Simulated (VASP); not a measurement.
Set up this calculation in VASP 6.6.1, as the native input.

| Quantity | Value |
| --- | --- |
| Task | single point |
| Functional | PBE |
| Potentials or basis | VASP PAW PBE potentials, release 64 (As) |
| Cutoff | 520 eV |
| k mesh | 7 × 7 × 9 |
| Occupations | fermi-dirac, width 0.05 eV |
| Spin | no spin polarisation |
| Dipole correction | no |
| Further INCAR settings | ALGO = Normal; EDIFF = 1e-06; NBANDS = 12 |

The structure of As lies in POSCAR:

```
As
1.0
    4.5664000000      0.0000000000      0.0000000000
   -2.2832000000      3.9546200000      0.0000000000
    0.0000000000      0.0000000000      2.8337400000
As
2
Direct
    0.3367040000      0.6721190000      0.0111030000
    0.6722130000      0.3384260000      0.0180990000
```

This cell differs from its parent crystal: atoms moved at random.

One way to write it, as run:

INCAR

```
ALGO     = Normal         # electronic algorithm
EDIFF    = 1E-6           # SCF threshold, eV
ENCUT    = 520            # plane-wave cutoff, eV
GGA      = PE             # functional
ISIF     = 2              # what is computed and relaxed
ISMEAR   = -1             # smearing method
LASPH    = T              # aspherical terms in the spheres
LCHARG   = T              # write CHGCAR
LELF     = T              # ELF
LREAL    = F              # projectors in reciprocal space
LVHAR    = T            
LWAVE    = F              # write WAVECAR
NBANDS   = 12             # bands
NELM     = 100            # most SCF steps
PREC     = Accurate       # precision mode
SIGMA    = 0.05           # smearing width, eV
```

KPOINTS

```
k-points
0
Gamma
  7 7 9
```

Potentials or basis: VASP PAW PBE potentials, release 64 (As).

The run is started by

```sh
$ cat potpaw_PBE.64/As/POTCAR > POTCAR
$ mpirun -np 1 vasp_std > vasp.out
```

Results of the run:

```
Pressure               : 0.0 GPa
Largest force          : 0.051 eV/Å
Band gap on the k mesh : zero (band 5 reaches 5.84 eV, above the bottom of band 6 at 2.31 eV)
```

Caveat: the cell differs from its parent crystal (atoms moved at random).

Run time: 42 s on 1 thread of Intel(R) Xeon(R) Platinum 8488C (Sapphire Rapids) (shared host), peak memory 0.26 GiB.
